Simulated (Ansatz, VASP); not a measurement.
## Two plane-wave programs on LiTi12

```xyz
13
Lattice="5.9000 0.0000 0.0000 -4.4250 7.6643 0.0000 0.0000 0.0000 4.6846" Properties=species:S:1:pos:R:3 pbc="T T T"
Ti    0.0961    0.1329    0.1003
Ti    0.1539    1.7136    2.6188
Ti   -1.5509    2.1254    0.7974
Ti   -1.4011    4.8142    1.6570
Ti   -3.1038    5.2226   -0.1652
Ti   -3.0503    6.8050    2.3547
Ti    2.8917   -0.1474    0.1543
Ti    2.7560    1.6129    2.7094
Ti    1.4291    2.6646    0.2159
Ti    1.5181    4.2734    2.2398
Ti    0.1952    5.3282   -0.2522
Ti    0.0524    7.0866    2.3000
Li   -1.4701    3.4705    3.5697
```

Alike in both runs: functional LDA; k mesh 3 × 2 × 4; occupations fermi-dirac, width 0.15 eV; no spin polarisation.

Ansatz relaxed the structure, and its values are those at the end. VASP's run is a single point on that final structure, the one shown.

|  | VASP | Ansatz |
| --- | --- | --- |
| version | VASP 6.6.1 | Ansatz 0.2.0 |
| potentials or method | VASP PAW LDA potentials, release 64 (Ti_sv, Li_sv), cutoff 520 eV | scalar-relativistic, plane waves, PAW |
| valence electrons in the cell | 147 | 147 |

|  | VASP | Ansatz | Ansatz less VASP |
| --- | --- | --- | --- |
| rms of the force components (eV/Å) | 0.004 | 0.003 | -0.0008 |

LDA's correlation is that of Perdew and Zunger in VASP and of Perdew and Wang (1992) in Ansatz.

The k mesh is coarse, so the values compare programs but aren't converged. Noted on VASP's run: the cutoff is under 1.25 times that of the potentials, so the pressure is a little rough.
